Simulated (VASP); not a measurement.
F:

```
F
1.0
     2.75000   -1.64000    0.00000
     2.75000    1.64000    0.00000
    -1.53472    0.00000    7.11639
F
4
Direct
  0.96800 0.60200 0.09970
  0.39800 0.03200 0.40030
  0.03200 0.39800 0.90030
  0.60200 0.96800 0.59970
```

| Item | Value |
| --- | --- |
| Program | VASP 6.6.1 |
| Task | relaxation of cell and atoms |
| Functional | PBEsol |
| Dispersion | D4 |
| Potentials or basis | VASP PAW PBE potentials, release 64 (F) |
| Cutoff | 600 eV |
| k mesh | 8 × 8 × 4 |
| Occupations | gaussian, width 0.1 eV |
| Spin | no spin polarisation |

At the start: pressure -5.8 GPa; volume 16.05 Å³/atom.

How do energy, volume and symmetry change on relaxing?

Over 6 steps the energy falls by 45.5 meV/atom and the volume is 15.66 Å³/atom (-2.4 %); space group C2/c (No. 15, to 0.05 Å).

The path:
```
step  energy change (eV)  largest force (eV/Å)  pressure (GPa)  volume (Å³)
   1              0.0000                2.1323           -5.78        64.19
   2              2.6591               16.6797           36.15        58.86
   3             -0.0942                1.5575           -4.23        63.53
   4             -0.1569                0.8652           -2.48        63.09
   5             -0.1816                0.1307            0.01        62.57
   6             -0.1819                0.0295           -0.27        62.62
```

Final structure:
```xyz
4
Lattice="2.7492 -1.6360 -0.0030 2.7492 1.6360 -0.0030 -1.5422 0.0000 6.9631" Properties=species:S:1:pos:R:3 pbc="T T T"
F     4.1609   -0.6076    0.6680
F     0.5664   -0.6076    2.8074
F    -0.2046    0.6076    6.2890
F     3.3898    0.6076    4.1496
```

Caveat: the PAW data sets were made with another functional, which shifts forces and pressure a little; the relaxation stopped at a loose force limit of 0.05 eV/Å, so its end isn't a converged minimum.
